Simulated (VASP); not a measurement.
# LiTa12 in VASP: single point with PBE

Aim: the single point of LiTa12 with PBE.

Program: VASP 6.6.1. These are calculated values, not measurements. Logs are shortened: lines on timing, memory, paths and dates and some standing lists are left out, and cuts for length are marked.

### 1 The cell of the first run

The cell holds a slab with vacuum, 13 atoms: a = 5.749 Å, b = 5.749 Å, c = 20.027 Å, α = 90.00°, β = 90.00°, γ = 109.47°.

### 2 Single point, PBE

File INCAR:

```
SYSTEM = LiTa12
PREC = Accurate
ENCUT = 520
EDIFF = 1E-6
ISMEAR = 0
SIGMA = 0.1
LREAL = .False.
LASPH = .True.
NELM = 100
ALGO = Normal
ISIF = 2
LWAVE = .False.
LCHARG = .True.
LDIPOL = .True.
IDIPOL = 3
DIPOL = 0.5 0.5 0.331
GGA = PE
LELF = .True.
LVHAR = .True.
LVACPOTAV = .True.
NBANDS = 80
```

File KPOINTS:

```
Automatic mesh
0
Gamma
  5 5 1
  0 0 0
```

File POSCAR:

```
LiTa12
1.0
    5.7486197044      0.0000000000      0.0000000000
   -1.9162065681      5.4198506339      0.0000000000
    0.0000000000      0.0000000000     20.0266897310
Ta Li
12 1
Direct
    0.2500000000      0.2500000000      0.1997334584
    0.2500000000      0.7500000000      0.1997334584
    0.7500000000      0.2500000000      0.1997334584
    0.7500000000      0.7500000000      0.1997334584
    0.0000000000      0.0000000000      0.3127671385
    0.0000000000      0.5000000000      0.3127671385
    0.5000000000      0.0000000000      0.3127671385
    0.5000000000      0.5000000000      0.3127671385
    0.2500000000      0.2500000000      0.4257663071
    0.2500000000      0.7500000000      0.4257663071
    0.7500000000      0.2500000000      0.4257663071
    0.7500000000      0.7500000000      0.4257663071
    0.3333333333      0.5000000000      0.5493771576
```

Potentials or basis: VASP PAW PBE potentials, release 64 (Ta_pv, Li_sv).

Launch:

```console
$ cat potpaw_PBE.64/Ta_pv/POTCAR potpaw_PBE.64/Li_sv/POTCAR > POTCAR
$ mpirun -np 1 vasp_std > vasp.out
```

OUTCAR:

```text
SYSTEM = LiTa12
   PREC = Accurate
   ENCUT = 520
   EDIFF = 1E-6
   ISMEAR = 0
   LREAL = .False.
   LASPH = .True.
   NELM = 100
   ISIF = 2
   GGA = PE

 ion  position               nearest neighbor table
   1  0.250  0.250  0.200-   5 2.81   8 2.81   2 2.87   2 2.87   3 2.87   3 2.87   7 3.26   6 3.26
                             4 3.32   4 3.32
   2  0.250  0.750  0.200-   6 2.81   7 2.81   1 2.87   1 2.87   4 2.87   4 2.87   5 3.26   8 3.26
                             3 3.32   3 3.32
   3  0.750  0.250  0.200-   6 2.81   7 2.81   4 2.87   4 2.87   1 2.87   1 2.87   5 3.26   8 3.26
                             2 3.32   2 3.32
   4  0.750  0.750  0.200-   5 2.81   8 2.81   3 2.87   3 2.87   2 2.87   2 2.87   7 3.26   6 3.26
                             1 3.32   1 3.32
   5  0.000  0.000  0.313-   9 2.81  12 2.81   1 2.81   4 2.81   6 2.87   6 2.87   7 2.87   7 2.87
                            11 3.26  10 3.26   3 3.26   2 3.26   8 3.32   8 3.32
   6  0.000  0.500  0.313-  10 2.81  11 2.81   2 2.81   3 2.81   5 2.87   5 2.87   8 2.87   8 2.87
                             9 3.26  12 3.26   1 3.26   4 3.26   7 3.32   7 3.32
   7  0.500  0.000  0.313-  10 2.81  11 2.81   2 2.81   3 2.81   8 2.87   8 2.87   5 2.87   5 2.87
                             9 3.26  12 3.26   1 3.26   4 3.26   6 3.32   6 3.32
   8  0.500  0.500  0.313-   9 2.81  12 2.81   1 2.81   4 2.81   7 2.87   7 2.87   6 2.87   6 2.87
                            11 3.26  10 3.26   3 3.26   2 3.26   5 3.32   5 3.32
   9  0.250  0.250  0.426-   5 2.81   8 2.81  13 2.82  10 2.87  10 2.87  11 2.87  11 2.87   6 3.26
                             7 3.26  12 3.32  12 3.32
  10  0.250  0.750  0.426-   6 2.81   7 2.81   9 2.87   9 2.87  12 2.87  12 2.87  13 2.98   8 3.26
                             5 3.26  11 3.32  11 3.32
  11  0.750  0.250  0.426-   6 2.81   7 2.81  12 2.87  12 2.87   9 2.87   9 2.87   5 3.26   8 3.26
                            10 3.32  10 3.32
  12  0.750  0.750  0.426-   5 2.81   8 2.81  11 2.87  11 2.87  10 2.87  10 2.87   7 3.26   6 3.26
                             9 3.32   9 3.32
  13  0.333  0.500  0.549-   9 2.82  10 2.98

  LATTYP: Found a base centered orthorhombic cell.
 ALAT       =     6.6379342676
 B/A-ratio  =     1.4142135624
 C/A-ratio  =     3.0170063341

  Lattice vectors:

 A1 = (   5.7486197044,   0.0000000000,   0.0000000000)
 A2 = (  -1.9162065681,   5.4198506339,   0.0000000000)
 A3 = (   0.0000000000,   0.0000000000,  20.0266897310)

Analysis of symmetry for initial positions (statically):
=====================================================================
 Subroutine PRICEL returns:
 Original cell was already a primitive cell.

 Routine SETGRP: Setting up the symmetry group for a
 base centered orthorhombic supercell.

 Subroutine GETGRP returns: Found  1 space group operations
 (whereof  1 operations were pure point group operations)
 out of a pool of  8 trial point group operations.

The static configuration has the point symmetry C_1 .

Analysis of symmetry for dynamics (positions and initial velocities):
=====================================================================
[... 150 lines left out ...]
   LRPA    =     F    only Hartree local field effects (RPA)
 non-spin polarized calculation
 Gauss-broadening in eV      SIGMA  =   0.10
  energy-cutoff  :      520.00
  volume of cell :      623.96
 maximum number of plane-waves:     16835
 NGX is ok and might be reduce to    48
   NGX = 21   NGY = 21   NGZ = 75

 dipolmoment           0.000000      0.000000      0.400246 electrons x Angstroem

 number of electron     134.9999984 magnetization

 dipolmoment           0.000000      0.000000     -0.419197 electrons x Angstroem

 Free energy of the ion-electron system (eV)
  ---------------------------------------------------
  ext. energy  EPLUGINS =         0.00000000
  ---------------------------------------------------
  free energy    TOTEN  =      -135.05847321 eV

  energy without entropy =     -134.97395233  energy(sigma->0) =     -135.01621277

 E-fermi :  -0.1855     XC(G=0):  -5.6967

 val. band max:       -0.1877745643   @ k =  -0.4000   0.2000   0.0000
 cond. band min:      -0.1494224115   @ k =   0.2000  -0.4000   0.0000
 fundamental gap:      0.0383521528
 Fermi energy:        -0.1855396743

 k-point     1 :       0.0000    0.0000    0.0000
  band No.  band energies     occupation
      1     -47.8945      2.00000
      2     -34.7421      2.00000
      3     -34.7287      2.00000
      4     -34.7179      2.00000
      5     -34.7100      2.00000
      6     -34.6598      2.00000
[... 1055 lines left out ...]
     78       1.1566      0.00000
     79       1.2429      0.00000
 [bands above 79 left out]

------------------------ aborting loop because EDIFF is reached ----------------------------------------

  FORCE on cell =-STRESS in cart. coord.  units (eV):
  Direction    XX          YY          ZZ          XY          YZ          ZX
  --------------------------------------------------------------------------------------
  -------------------------------------------------------------------------------------
  Total      -13.1495248    -12.6309895      2.1778310      0.4838655      0.2239422      0.1880228
  in kB      -33.7645195    -32.4330573      5.5920970      1.2424394      0.5750248      0.4827930
  external PRESSURE =     -20.2018266 kB  Pullay stress =       0.0000000 kB

 VOLUME and BASIS-vectors are now :
 -----------------------------------------------------------------------------
  energy-cutoff  :      520.00
  volume of cell :      623.96
      direct lattice vectors                 reciprocal lattice vectors
     5.748619704  0.000000000  0.000000000     0.173954802  0.061502310  0.000000000
    -1.916206568  5.419850634  0.000000000     0.000000000  0.184506930  0.000000000
     0.000000000  0.000000000 20.026689731     0.000000000  0.000000000  0.049933365

 POSITION                                       TOTAL-FORCE (eV/Angst)
 -----------------------------------------------------------------------------------
      0.95810      1.35496      4.00000        -0.009920     -0.013553     -0.007202
      0.00000      4.06489      4.00000         0.002666      0.001742     -0.022894
      3.83241      1.35496      4.00000        -0.009885     -0.003576     -0.008101
      2.87431      4.06489      4.00000         0.011858      0.008424     -0.001650
      0.00000      0.00000      6.26369        -0.038631     -0.016984     -0.284221
     -0.95810      2.70993      6.26369        -0.028385     -0.003980     -0.198156
      2.87431      0.00000      6.26369         0.039610      0.019216     -0.252617
      1.91621      2.70993      6.26369         0.028750      0.018213     -0.171956
      0.95810      1.35496      8.52669        -0.007455     -0.083560     -0.173418
      0.00000      4.06489      8.52669         0.024184     -0.003649      0.108394
      3.83241      1.35496      8.52669         0.051962      0.030499      0.537724
      2.87431      4.06489      8.52669        -0.132264     -0.045730      0.466350
      0.95810      2.70993     11.00221         0.067510      0.092939      0.007746
 -----------------------------------------------------------------------------------
    total drift:                               -0.000054     -0.000010     -0.001546

  FREE ENERGIE OF THE ION-ELECTRON SYSTEM (eV)
  ---------------------------------------------------
  free  energy   TOTEN  =      -135.0584732099 eV

  energy  without entropy=     -134.9739523336  energy(sigma->0) =     -135.01621277

 vacuum level on the upper side and lower side of the slab         2.162         4.598
```

OSZICAR:

```text
N       E                     dE             d eps       ncg     rms          rms(c)
DAV:   1     0.117182433819E+04    0.11718E+04   -0.74422E+04  2648   0.149E+03
DAV:   2    -0.784131062366E+02   -0.12502E+04   -0.12287E+04  2400   0.398E+02
DAV:   3    -0.140908038133E+03   -0.62495E+02   -0.59426E+02  2768   0.729E+01
[... 24 lines left out ...]
DAV:  28    -0.135058460785E+03   -0.17567E-04   -0.21940E-06  1592   0.453E-03    0.245E-03
DAV:  29    -0.135058467580E+03   -0.67948E-05   -0.67287E-07  1432   0.300E-03    0.171E-03
DAV:  30    -0.135058471898E+03   -0.43178E-05   -0.65555E-07  1480   0.219E-03    0.594E-04
DAV:  31    -0.135058473058E+03   -0.11602E-05   -0.30005E-07  1432   0.123E-03    0.240E-04
DAV:  32    -0.135058473210E+03   -0.15192E-06   -0.10329E-07  1352   0.811E-04
   1 F= -.13505847E+03 E0= -.13501621E+03  d E =-.845209E-01
```

stdout:

```text
POSCAR found type information on POSCAR TaLi
 POSCAR found :  2 types and      13 ions
 scaLAPACK will be used
 LDA part: xc-table for (Slater+PW92), standard interpolation
 POSCAR, INCAR and KPOINTS ok, starting setup
 FFT: planning ... GRIDC
 FFT: planning ... GRID_SOFT
 FFT: planning ... GRID
 WAVECAR not read
 entering main loop
 -----------------------------------------------------------------------------
|                                                                             |
|           W    W    AA    RRRRR   N    N  II  N    N   GGGG   !!!           |
|           W    W   A  A   R    R  NN   N  II  NN   N  G    G  !!!           |
|           W    W  A    A  R    R  N N  N  II  N N  N  G       !!!           |
|           W WW W  AAAAAA  RRRRR   N  N N  II  N  N N  G  GGG   !            |
|           WW  WW  A    A  R   R   N   NN  II  N   NN  G    G                |
|           W    W  A    A  R    R  N    N  II  N    N   GGGG   !!!           |
|                                                                             |
|     Did not find any points to average over, which means that no vacuum     |
|     field-free region was found. Please increase the size of  your cell     |
|     in the dimension of the dipole correction to obtain accurate            |
|     workfunction values.                                                    |
|                                                                             |
 -----------------------------------------------------------------------------
```

Run time: 45 min. Hardware: 1 thread of Intel Xeon 8259CL, shared host; peak memory 1 GiB.

What came out:

```
Free energy            : -135.0585 eV
Largest force          : 0.541 eV/Å
Band gap on the k mesh : zero (an odd number of electrons rules out a gap without spin polarisation)
```

Forces on the atoms (eV/Å):
```
Ta  -0.010 -0.014 -0.007
Ta   0.003  0.002 -0.023
Ta  -0.010 -0.004 -0.008
Ta   0.012  0.008 -0.002
Ta  -0.039 -0.017 -0.284
Ta  -0.028 -0.004 -0.198
Ta   0.040  0.019 -0.253
Ta   0.029  0.018 -0.172
Ta  -0.007 -0.084 -0.173
Ta   0.024 -0.004  0.108
Ta   0.052  0.030  0.538
Ta  -0.132 -0.046  0.466
Li   0.068  0.093  0.008
```

Levels at points of the mesh, in eV from the Fermi level:
| k point | band 64 | band 65 | band 66 | band 67 | band 68 | band 69 | band 70 | band 71 | band 72 | band 73 |
| --- | --- | --- | --- | --- | --- | --- | --- | --- | --- | --- |
| (0.00, 0.00, 0.00) | -0.32 | 0.26 | 0.33 | 0.39 | 0.56 | 0.91 | 0.98 | 1.06 | 1.15 | 1.44 |

Caveat: the cutoff is under 1.25 times the usual one of these potentials, so pressure, stress and relaxed cells hold a basis-set (Pulay) error; spin-orbit coupling is left out, which moves the levels of the heavy elements.

The gap in the log of VASP goes by the Fermi energy; the results here count the filled bands.